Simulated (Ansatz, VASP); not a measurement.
Two plane-wave programs on Cu

File POSCAR:

```
Cu
1.0
   -1.4157409452      1.4157409452      1.3760814500
    1.4157409452     -1.4157409452      1.3760814500
    1.4698456948      1.4698456948     -1.3760814500
Cu
1
Direct
    0.0000000000      0.0000000000      0.0000000000
```

INCAR.step1

```
  ALGO = Normal
  EDIFF = 1E-4
  ENCUT = 520
  GGA = PE
  ISMEAR = 0
  LASPH = True
  LCHARG = False
  LREAL = False
  LWAVE = True
  NBANDS = 12
  NELM = 60
  PREC = Accurate
  SIGMA = 0.15
```

The input INCAR.step2:

```
  ALGO = Normal
  EDIFF = 1E-6
  ENCUT = 520
  ISIF = 2
  ISMEAR = 0
  ISTART = 1
  LASPH = True
  LCHARG = False
  LMIXTAU = True
  LREAL = False
  LWAVE = False
  METAGGA = R2SCAN
  NBANDS = 12
  NELM = 60
  PREC = Accurate
  SIGMA = 0.15
```

Contents of KPOINTS:

```
k-points
0
Gamma
  24 24 24
```

Input for Ansatz:

```yaml
crystal:
  lattice:
    - [-1.4157409452, 1.4157409452, 1.37608145]
    - [1.4157409452, -1.4157409452, 1.37608145]
    - [1.4698456948, 1.4698456948, -1.37608145]
  atoms:
    - { symbol: Cu, position: [0.0, 0.0, 0.0] }
basis:
  ecutwfc: 500
kpoints:
  mp_grid: { grid: [24, 24, 24] }
hamiltonian:
  xc: r2scan
scf:
  occupations: { method: gaussian, width: 0.15 }
output:
  forces: true
  stress: true
  eigenvalues: true
  write_density: true
  write_potential: true
  elf: true
  volumetric_format: npy
```

Change from the starting cell: strain +0.0375 x Voigt [0, 0, 0, 0, 0, 1], atoms carried along.

Alike in both runs: task single point; functional r2SCAN; k mesh 24 × 24 × 24; occupations gaussian, width 0.15 eV; no spin polarisation.

|  | VASP | Ansatz |
| --- | --- | --- |
| version | VASP 6.6.1 | Ansatz 0.2.0 |
| potentials or method | VASP PAW PBE potentials, release 64 (Cu), cutoff 520 eV | scalar-relativistic, plane waves, PAW |
| valence electrons in the cell | 11 | 19 |

Ansatz gave:

| Quantity | Value |
| --- | --- |
| gap on the k mesh at the Fermi level (eV) | none |
| pressure (GPa) | 0.6 |
| traceless stress, the component that is largest in VASP (GPa) | -4.26 |

**Question.** Estimate VASP's values.

**Answer.** gap on the k mesh at the Fermi level (eV): none; pressure (GPa): 1.3; traceless stress, the component that is largest in VASP (GPa): -4.25.

VASP's potentials were made for PBE, not for r2SCAN. A gap of «none» marks a metal or a gap that the smearing closes. The functional is the same, so the differences come from potentials, cutoffs and numerics. VASP's potentials hold 11 valence electrons a cell and Ansatz's 19, so a difference there can come from the potentials and not from the codes.
